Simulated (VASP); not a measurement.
SrO, 4 atoms in the cell. The structure is hexagonal, space group P6_3mc (No. 186). The conventional cell has a = 4.275 Å, b = 4.275 Å, c = 5.156 Å, α = 90.00°, β = 90.00°, γ = 120.00°. Sr (site symmetry 3m) has 5 O at 2.47 to 2.58 Å within 3.3 Å. Within 3.3 Å of O (site symmetry 3m) lie 5 Sr at 2.47 to 2.58 Å. 

| Property | Result |
| --- | --- |
| Program | VASP 6.6.1 |
| Task | single point |
| Functional | PBEsol |
| Potentials or basis | VASP PAW PBE potentials, release 64 (Sr_sv, O) |
| Cutoff | 520 eV |
| k mesh | 5 × 5 × 4 |
| Occupations | gaussian, width 0.01 eV |
| Spin | no spin polarisation |
| Dipole correction | no |
| Further INCAR settings | ALGO = Normal; EDIFF = 1e-06; NBANDS = 24 |

Potentials or basis: VASP PAW PBE potentials, release 64 (Sr_sv, O).

Command:

```sh
$ cat potpaw_PBE.64/Sr_sv/POTCAR potpaw_PBE.64/O/POTCAR > POTCAR
$ mpirun -np 1 vasp_std > vasp.out
```

Hardware: 1 thread of Intel(R) Xeon(R) 6975P-C (Granite Rapids), on a shared host.

Task: How long does it take, and how much memory?

Result: Wall time 12 s on 1 thread of Intel(R) Xeon(R) 6975P-C (Granite Rapids), on a shared host, peak memory 0.2 GiB. Counts: scf iterations 15, k points 15.
